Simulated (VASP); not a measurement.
# AlO (Immm) in VASP: relaxation of cell and atoms with PBE

Aim: the relaxation of cell and atoms of AlO with PBE.

Everything below comes from runs of VASP 6.6.1. Logs are shortened: lines on timing, memory, paths and dates and some standing lists are left out, and cuts for length are marked.

### Step 1. The cell of the first run

Symmetry: Immm, No. 71, orthorhombic system. The conventional cell has a = 3.282 Å, b = 3.762 Å, c = 8.348 Å, α = 90.00°, β = 90.00°, γ = 90.00°. Al (site symmetry mm2) has 4 O at 1.91 to 1.98 Å and 1 Al at 2.60 Å within 2.6 Å. O (site symmetry mm2) has 4 Al at 1.91 to 1.98 Å and 4 O at 2.52 Å within 2.6 Å.

### Step 2. Relaxation of cell and atoms, PBE

Contents of INCAR:

```
PREC = Accurate ; ENCUT = 600
EDIFF = 1E-6 ; ISMEAR = 0
SIGMA = 0.02 ; LREAL = F
LASPH = T ; NELM = 100
ALGO = Normal ; ISIF = 3
LWAVE = F ; LCHARG = F
GGA = PE ; IBRION = 2
NSW = 100 ; EDIFFG = -0.01
```

Contents of KPOINTS:

```
Automatic mesh
0
Gamma
  12 12 12
```

Contents of POSCAR:

```
AlO
1.0
   -1.6411684484      1.8811813758      4.1739930431
    1.6411684484     -1.8811813758      4.1739930431
    1.6411684484      1.8811813758     -4.1739930431
Al O
2 2
Direct
    0.3444243652      0.8444243652      0.5000000000
    0.6555756348      0.1555756348      0.5000000000
    0.2284682005      0.2284682005      0.0000000000
    0.7715317995      0.7715317995      0.0000000000
```

Potentials or basis: VASP PAW PBE potentials, release 64 (Al, O).

Launch:

```
$ cat potpaw_PBE.64/Al/POTCAR potpaw_PBE.64/O/POTCAR > POTCAR
$ mpirun -np 1 vasp_std > vasp.out
```

OUTCAR:

```text
PREC = Accurate
   ENCUT = 600
   EDIFF = 1E-6
   ISMEAR = 0
   LREAL = F
   LASPH = T
   NELM = 100
   ISIF = 3
   GGA = PE
   IBRION = 2
   NSW = 100
   EDIFFG = -0.01

 ion  position               nearest neighbor table
   1  0.344  0.844  0.500-   3 1.91   3 1.91   4 1.98   4 1.98   2 2.60   2 2.95   2 2.95   2 2.95
                             2 2.95
   2  0.656  0.156  0.500-   4 1.91   4 1.91   3 1.98   3 1.98   1 2.60   1 2.95   1 2.95   1 2.95
                             1 2.95
   3  0.228  0.228  0.000-   1 1.91   1 1.91   2 1.98   2 1.98
   4  0.772  0.772  0.000-   2 1.91   2 1.91   1 1.98   1 1.98

  LATTYP: Found a body centered orthorhombic cell.
 ALAT       =     3.2823368968
 B/A-ratio  =     1.1462451509
 C/A-ratio  =     2.5433056839

  Lattice vectors:

 A1 = (  -1.6411684484,   1.8811813758,   4.1739930431)
 A2 = (   1.6411684484,  -1.8811813758,   4.1739930431)
 A3 = (   1.6411684484,   1.8811813758,  -4.1739930431)

Analysis of symmetry for initial positions (statically):
=====================================================================
 Subroutine PRICEL returns:
 Original cell was already a primitive cell.

 Routine SETGRP: Setting up the symmetry group for a
 body centered orthorhombic supercell.

 Subroutine GETGRP returns: Found  8 space group operations
 (whereof  8 operations were pure point group operations)
 out of a pool of  8 trial point group operations.

The static configuration has the point symmetry D_2h.

Analysis of symmetry for dynamics (positions and initial velocities):
=====================================================================
 Subroutine PRICEL returns:
 Original cell was already a primitive cell.

 Routine SETGRP: Setting up the symmetry group for a
 body centered orthorhombic supercell.

 Subroutine GETGRP returns: Found  8 space group operations
 (whereof  8 operations were pure point group operations)
 out of a pool of  8 trial point group operations.

The dynamic configuration has the point symmetry D_2h.

 Subroutine INISYM returns: Found  8 space group operations
 (whereof  8 operations are pure point group operations),
 and found     1 'primitive' translations

----------------------------------------------------------------------------------------

                                     Primitive cell

  volume of cell :      51.5461

  direct lattice vectors                    reciprocal lattice vectors
    -1.641168448  1.881181376  4.173993043     0.000000000  0.265790426  0.119789371
     1.641168448 -1.881181376  4.173993043     0.304660987  0.000000000  0.119789371
     1.641168448  1.881181376 -4.173993043     0.304660987  0.265790426  0.000000000

  length of vectors
     4.863588713  4.863588713  4.863588713     0.291537380  0.327364950  0.404305414

  position of ions in fractional coordinates (direct lattice)
     0.344424365  0.844424365  0.500000000
     0.655575635  0.155575635  0.500000000
     0.228468200  0.228468200  0.000000000
     0.771531799  0.771531799  0.000000000

  ion indices of the primitive-cell ions
   primitive index   ion index
                 1           1
                 2           2
                 3           3
                 4           4

----------------------------------------------------------------------------------------

 KPOINTS: Automatic mesh

Automatic generation of k-mesh.
 Grid dimensions read from file:
 generate k-points for:   12   12   12

 Generating k-lattice:

  Cartesian coordinates                     Fractional coordinates (reciprocal lattice)
     0.000000000  0.022149202  0.009982448     0.083333333  0.000000000 -0.000000000
     0.025388416  0.000000000  0.009982448     0.000000000  0.083333333 -0.000000000
     0.025388416  0.022149202  0.000000000     0.000000000  0.000000000  0.083333333

  Length of vectors
     0.024294782  0.027280413  0.033692118

  Shift w.r.t. Gamma in fractional coordinates (k-lattice)
     0.000000000  0.000000000  0.000000000

 Subroutine IBZKPT returns following result:
 ===========================================

 Found    280 irreducible k-points:

 Following reciprocal coordinates:
            Coordinates               Weight
  0.000000  0.000000  0.000000      1.000000
  0.083333  0.000000 -0.000000      4.000000
  0.166667 -0.000000  0.000000      4.000000
  0.250000 -0.000000  0.000000      4.000000
  0.333333  0.000000 -0.000000      4.000000
  0.416667 -0.000000  0.000000      4.000000
[... 16 lines left out ...]
  0.250000  0.166667  0.000000      8.000000
  0.333333  0.166667  0.000000      8.000000
 [... further k-points ...]
   k-points           NKPTS =    280   k-points in BZ     NKDIM =    280   number of bands    NBANDS=     13
   number of dos      NEDOS =    301   number of ions     NIONS =      4
   total plane-waves  NPLWV =  64000
   dimension x,y,z NGX =    40 NGY =   40 NGZ =   40
   dimension x,y,z NGXF=    80 NGYF=   80 NGZF=   80
   ions per type =               2   2
   NGX,Y,Z   is equivalent  to a cutoff of  13.67, 13.67, 13.67 a.u.
   NGXF,Y,Z  is equivalent  to a cutoff of  27.35, 27.35, 27.35 a.u.
 SYSTEM =  unknown system
   PREC   = accura    normal or accurate (medium, high low for compatibility)
   ISTART =      0    job   : 0-new  1-cont  2-samecut
   ICHARG =      2    charge: 1-file 2-atom 10-const
   ISPIN  =      1    spin polarized calculation?
   LNONCOLLINEAR =      F non collinear calculations
   LSORBIT =      F    spin-orbit coupling
   LASPH  =      T    aspherical Exc in radial PAW
   ENCUT  =  600.0 eV  44.10 Ry    6.64 a.u.   9.71  9.71  9.71*2*pi/ulx,y,z
   NELM   =    100;   NELMIN=  2; NELMDL= -5     # of ELM steps
   EDIFF  = 0.1E-05   stopping-criterion for ELM
   LREAL  =      F    real-space projection
   EDIFFG = -.1E-01   stopping-criterion for IOM
   NSW    =    100    number of steps for IOM
   IBRION =      2    ionic relax: 0-MD 1-quasi-New 2-CG
   NFREE  =      1    steps in history (QN), initial steepest desc. (CG)
   ISIF   =      3    stress and relaxation
   ISYM   =      2    0-nonsym 1-usesym 2-fastsym
   POTIM  = 0.5000    time-step for ionic-motion
   TEBEG  =    0.0;   TEEND  =   0.0 temperature during run
   PSTRESS=    0.0 pullay stress
   NELECT =      18.0000    total number of electrons
   NUPDOWN=      -1.0000    fix difference up-down
   EMIN   =  10.00;   EMAX   =-10.00  energy-range for DOS
   EFERMI =   0.00;   METHOD = LEGACY
   ISMEAR =     0;   SIGMA  =   0.02  broadening in eV -4-tet -1-fermi 0-gaus
   EFERMI_NEDOS =   21; number of points for ismear=-14 and -15
   IALGO  =     38    algorithm
   IMIX   =      4    mixing-type and parameters
     AMIX     =   0.40;   BMIX     =  1.00
     AMIX_MAG =   1.60;   BMIX_MAG =  1.00
  volume/ion in A,a.u.               =      12.89        86.96
  Fermi-wavevector in a.u.,A,eV,Ry     =   1.152835  2.178542 18.082531  1.329029
  Thomas-Fermi vector in A             =   2.289483
   LORBIT       =      0    0 simple, 1 ext, 2 COOP (PROOUT), +10 PAW based schemes
   GGA     = PE    functional components
   LHFCALC =     F    Hartree Fock is set to
   AEXX    =    0.0000 exact exchange contribution
   IVDW    =     0    specifies the selected vdW correction
   LEPSILON=     F    determine dielectric tensor
   LRPA    =     F    only Hartree local field effects (RPA)
 conjugate gradient relaxation of ions
 non-spin polarized calculation
 Gauss-broadening in eV      SIGMA  =   0.02
  energy-cutoff  :      600.00
  volume of cell :       51.55
 maximum number of plane-waves:      1749
   NGX = 19   NGY = 19   NGZ = 19

--------------------------------------- Ionic step        1  -------------------------------------------

 number of electron      18.0000002 magnetization

 Free energy of the ion-electron system (eV)
  ---------------------------------------------------
  ext. energy  EPLUGINS =         0.00000000
  ---------------------------------------------------
  free energy    TOTEN  =       -26.74144235 eV

  energy without entropy =      -26.74144235  energy(sigma->0) =      -26.74144235

------------------------ aborting loop because EDIFF is reached ----------------------------------------

  FORCE on cell =-STRESS in cart. coord.  units (eV):
  Direction    XX          YY          ZZ          XY          YZ          ZX
  --------------------------------------------------------------------------------------
  -------------------------------------------------------------------------------------
  Total       -0.0764153     -0.0919827     -0.1070521      0.0000000      0.0000000      0.0000000
  in kB       -2.3751742     -2.8590453     -3.3274401      0.0000000      0.0000000      0.0000000
  external PRESSURE =      -2.8538865 kB  Pullay stress =       0.0000000 kB
[... 99 lines left out ...]
  energy  without entropy=      -26.7415625371  energy(sigma->0) =      -26.74156254

--------------------------------------- Ionic step        4  -------------------------------------------

 number of electron      18.0000002 magnetization

 Free energy of the ion-electron system (eV)
  ---------------------------------------------------
  ext. energy  EPLUGINS =         0.00000000
  ---------------------------------------------------
  free energy    TOTEN  =       -26.74157169 eV

  energy without entropy =      -26.74157169  energy(sigma->0) =      -26.74157169

 E-fermi :   5.6870     XC(G=0):  -9.7182

 val. band max:        5.5501018801   @ k =  -0.3333   0.3333   0.3333
 cond. band min:       7.6538077706   @ k =  -0.0000   0.5000   0.0000
 fundamental gap:      2.1037058905
 Fermi energy:         5.6869860523

 k-point     1 :       0.0000    0.0000    0.0000
  band No.  band energies     occupation
      1     -15.4259      2.00000
      2     -12.8487      2.00000
      3      -2.1177      2.00000
      4      -1.0122      2.00000
      5      -0.6972      2.00000
      6       1.4858      2.00000
      7       2.0446      2.00000
      8       2.1617      2.00000
      9       2.4012      2.00000
     10      10.6999      0.00000
     11      10.7168      0.00000
     12      11.6433      0.00000
     13      12.7080      0.00000
[... 353 lines left out ...]
 k-point    24 :       0.3333    0.1667    0.0000
  band No.  band energies     occupation
      1     -14.7069      2.00000
      2     -13.5927      2.00000
      3      -2.2929      2.00000
      4      -0.9226      2.00000
      5      -0.5316      2.00000
      6       0.5766      2.00000
      7       0.9330      2.00000
      8       2.2204      2.00000
      9       4.3127      2.00000
     10       9.1466      0.00000
     11      11.6049      0.00000
     12      11.9000      0.00000
     13      12.9781      0.00000

 [... further k-points ...]

------------------------ aborting loop because EDIFF is reached ----------------------------------------

  FORCE on cell =-STRESS in cart. coord.  units (eV):
  Direction    XX          YY          ZZ          XY          YZ          ZX
  --------------------------------------------------------------------------------------
  -------------------------------------------------------------------------------------
  Total        0.0003302     -0.0026038     -0.0025382      0.0000000      0.0000000      0.0000000
  in kB        0.0102901     -0.0811346     -0.0790898      0.0000000      0.0000000      0.0000000
  external PRESSURE =      -0.0499781 kB  Pullay stress =       0.0000000 kB
[... 19 lines left out ...]
  FREE ENERGIE OF THE ION-ELECTRON SYSTEM (eV)
  ---------------------------------------------------
  free  energy   TOTEN  =       -26.7415716920 eV

  energy  without entropy=      -26.7415716920  energy(sigma->0) =      -26.74157169

 reached required accuracy - stopping structural energy minimisation
```

Run time: 4 min. Hardware: 1 thread of Intel Xeon 6975P-C (Granite Rapids), shared host; peak memory 0.4 GiB.

Results:

* Free energy: -26.7416 eV
* Relaxed volume: 12.85 Å³/atom
* Relaxed cell: a = 4.858 Å, b = 4.858 Å, c = 4.858 Å, α = 140.54°, β = 134.48°, γ = 61.79°
* Space group after relaxing (to 0.1 Å): Immm (No. 71)
* Energy gained by relaxing: 0.0 meV/atom
* Ionic steps: 4
* Pressure after relaxing: 0.0 GPa
* Largest force after relaxing: 0.007 eV/Å
* Band gap on the k mesh: 2.10 eV (least direct gap 2.43 eV)

Forces in eV/Å, atoms in the order of the input:
```
Al   0.000  0.000 -0.007
Al   0.000  0.000  0.007
O    0.000  0.000 -0.003
O    0.000  0.000  0.003
```

Step by step:
| step | energy change (eV) | largest force (eV/Å) | pressure (GPa) | volume (Å³) |
| --- | --- | --- | --- | --- |
| 1 | 0.0000 | 0.0111 | -0.29 | 51.55 |
| 2 | -0.0001 | 0.0120 | 0.14 | 51.38 |
| 3 | -0.0001 | 0.0119 | 0.01 | 51.42 |
| 4 | -0.0001 | 0.0072 | 0.00 | 51.42 |

Final structure:
```cif
data_structure
_symmetry_space_group_name_H-M 'P 1'
_symmetry_Int_Tables_number 1
_cell_length_a 4.8585
_cell_length_b 4.8585
_cell_length_c 4.8585
_cell_angle_alpha 140.535
_cell_angle_beta 134.477
_cell_angle_gamma 61.794
_cell_volume 51.42
loop_
_atom_site_label
_atom_site_type_symbol
_atom_site_fract_x
_atom_site_fract_y
_atom_site_fract_z
_atom_site_occupancy
Al1 Al 0.34454 0.84454 0.50000 1
Al2 Al 0.65546 0.15546 0.50000 1
O1 O 0.22844 0.22844 0.00000 1
O2 O 0.77156 0.77156 0.00000 1
```

A k mesh can miss the band edges.
